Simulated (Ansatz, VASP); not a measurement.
## One calculation of WSe, two programs

Contents of INCAR:

```
  ALGO = Normal
  EDIFF = 1E-6
  ENCUT = 520
  GGA = PE
  ISIF = 2
  ISMEAR = 0
  ISPIN = 2
  LASPH = True
  LCHARG = False
  LDAU = True
  LDAUJ = 0 0
  LDAUL = 2 -1
  LDAUPRINT = 1
  LDAUTYPE = 2
  LDAUU = 6.2 0
  LMAXMIX = 4
  LORBIT = 11
  LREAL = False
  LWAVE = False
  MAGMOM = 0.5 0
  NBANDS = 21
  NELM = 150
  PREC = Accurate
  SIGMA = 0.1
```

File KPOINTS:

```
k-points
0
Gamma
  12 12 12
```

File POSCAR:

```
WSe
1.0
    0.0000000000      2.8710028295      2.8710028295
    2.8710028295      0.0000000000      2.8710028295
    2.8710028295      2.8710028295      0.0000000000
W Se
1 1
Direct
    0.0000000000      0.0000000000      0.0000000000
    0.5000000000      0.5000000000      0.5000000000
```

Input for Ansatz:

```yaml
crystal:
  lattice:
    - [0.0, 2.8710028271, 2.8710028271]
    - [2.8710028271, 0.0, 2.8710028271]
    - [2.8710028271, 2.8710028271, 0.0]
  atoms:
    - { symbol: W, position: [0.0, 0.0, 0.0], spin: 0.5 }
    - { symbol: Se, position: [0.5, 0.5, 0.5] }
basis:
  ecutwfc: 420
kpoints:
  mp_grid: { grid: [12, 12, 12] }
hamiltonian:
  xc: pbe
  hubbard: { sites: [{ species: W, l: d, u_eff: 6.2 }] }
scf:
  occupations: { method: gaussian, width: 0.1 }
output:
  forces: true
  stress: true
  eigenvalues: true
  populations: true
magnetization:
  spin_polarized: true
```

Alike in both runs: task single point; functional PBE; k mesh 12 × 12 × 12; occupations gaussian, width 0.1 eV; collinear spin; Hubbard terms W d U = 6.2 eV.

|  | VASP | Ansatz |
| --- | --- | --- |
| version | VASP 6.6.1 | Ansatz 0.2.0 |
| potentials or method | VASP PAW PBE potentials, release 64 (W_sv, Se), cutoff 520 eV | scalar-relativistic, plane waves, PAW |
| valence electrons in the cell | 20 | 30 |

```csv
,VASP,Ansatz,Ansatz less VASP
gap on the k mesh at the Fermi level (eV),none,none,-
pressure (GPa),-2.6,0.0,+2.62
net moment per atom (μB),1.97,2.00,+0.028
size of the moment on the site where the two differ most (μB),0.08,0.24,+0.163
```

Site moments also hang on the region over which each program counts them. The programs project onto different local orbitals, so the same U acts differently, and such runs can settle in different states. A gap of «none» marks a metal or a gap that the smearing closes. VASP's potentials hold 20 valence electrons a cell and Ansatz's 30, so a difference there can come from the potentials and not from the codes. Ansatz's warnings: filled band counts differ across k points.

Neither program's run includes spin-orbit coupling.
